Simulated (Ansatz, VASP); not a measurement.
## FeCuC4N4 in VASP and in Ansatz

```
Fe Cu C N
1.0
     5.87477    0.00000    0.00000
     0.00000    5.87477    0.00000
     0.00000    0.00000    5.87477
Fe Cu C N
1 1 4 4
Cartesian
  0.0000 0.0000 0.0000
  2.9374 2.9374 2.9374
  1.1431 1.1431 1.1431
  1.1431 4.7316 4.7316
  4.7316 1.1431 4.7316
  4.7316 4.7316 1.1431
  1.8186 1.8186 1.8186
  1.8186 4.0562 4.0562
  4.0562 1.8186 4.0562
  4.0562 4.0562 1.8186
```

Alike in both runs: functional PBE; k mesh 6 × 6 × 6; occupations gaussian, width 0.02 eV; collinear spin.

Ansatz relaxed the structure, and its values are those at the end. VASP's run is a single point on that final structure, the one shown.

|  | VASP | Ansatz |
| --- | --- | --- |
| version | VASP 6.6.1 | Ansatz 0.2.0 |
| potentials or method | VASP PAW PBE potentials, release 64 (Fe, Cu, C, N), cutoff 520 eV | scalar-relativistic, plane waves, PAW |
| valence electrons in the cell | 55 | 71 |

|  | VASP | Ansatz | Ansatz less VASP |
| --- | --- | --- | --- |
| gap on the k mesh at the Fermi level (eV) | 0.35 | 0.37 | +0.017 |
| least direct gap on the mesh (eV) | 0.37 | 0.39 | +0.013 |
| pressure (GPa) | 0.4 | 0.0 | -0.49 |
| rms of the force components (eV/Å) | 0.176 | 0.004 | -0.1716 |
| net moment per atom (μB) | 0.50 | 0.50 | 0.000 |
| size of the moment on the site where the two differ most (μB) | 3.56 | 3.22 | -0.344 |

Site moments also hang on the region over which each program counts them. One of these differences is far larger than is usual between the two programs; its cause wasn't traced. VASP's potentials hold 55 valence electrons a cell and Ansatz's 71, so a difference there can come from the potentials and not from the codes.

Noted on VASP's run: the standard files for N, O and F lose accuracy on very short bonds.
